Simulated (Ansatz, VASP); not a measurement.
# Hf4N: VASP beside Ansatz

INCAR

```
ALGO = Normal
EDIFF = 1E-6
ENCUT = 520
GGA = PE
ISIF = 2
ISMEAR = 0
LASPH = True
LCHARG = False
LREAL = False
LWAVE = False
NBANDS = 30
NELM = 80
PREC = Accurate
SIGMA = 0.1
```

Contents of KPOINTS:

```
k-points
0
Gamma
  4 4 4
```

The input POSCAR:

```
Hf4N
1.0
    4.5682449500      0.0000000000      0.0000000000
    0.0000000000      4.5682449500      0.0000000000
    0.0000000000      0.0000000000      4.5682449500
Hf N
4 1
Direct
    0.5000000000      0.0000000000      0.0000000000
    0.0000000000      0.5000000000      0.0000000000
    0.0000000000      0.0000000000      0.5000000000
    0.5000000000      0.5000000000      0.5000000000
    0.0000000000      0.0000000000      0.0000000000
```

Input for Ansatz:

```yaml
crystal:
  lattice:
    - [4.56824495, 0.0, 0.0]
    - [0.0, 4.56824495, 0.0]
    - [0.0, 0.0, 4.56824495]
  atoms:
    - { symbol: Hf, position: [0.5, 0.0, 0.0] }
    - { symbol: Hf, position: [0.0, 0.5, 0.0] }
    - { symbol: Hf, position: [0.0, 0.0, 0.5] }
    - { symbol: Hf, position: [0.5, 0.5, 0.5] }
    - { symbol: "N", position: [0.0, 0.0, 0.0] }
basis:
  ecutwfc: 420
kpoints:
  mp_grid: { grid: [4, 4, 4] }
hamiltonian:
  xc: pbe
scf:
  occupations: { method: gaussian, width: 0.1 }
  lower_state_search: "off"
output:
  forces: true
  stress: true
  eigenvalues: true
```

Alike in both runs: task single point; functional PBE; k mesh 4 × 4 × 4; occupations gaussian, width 0.1 eV; no spin polarisation.

|  | VASP | Ansatz |
| --- | --- | --- |
| version | VASP 6.6.1 | Ansatz 0.2.0 |
| potentials or method | VASP PAW PBE potentials, release 64 (Hf_pv, N), cutoff 520 eV | scalar-relativistic, plane waves, PAW |
| valence electrons in the cell | 45 | 109 |

Ansatz gave:

```
gap on the k mesh at the Fermi level (eV) : none
pressure (GPa)                            : -5.3
```

Q: What did VASP give for the same quantities?

A: gap on the k mesh at the Fermi level (eV): none; pressure (GPa): -6.1.

A gap of «none» marks a metal or a gap that the smearing closes. VASP's potentials hold 45 valence electrons a cell and Ansatz's 109, so a difference there can come from the potentials and not from the codes.

Neither program's run includes spin-orbit coupling.
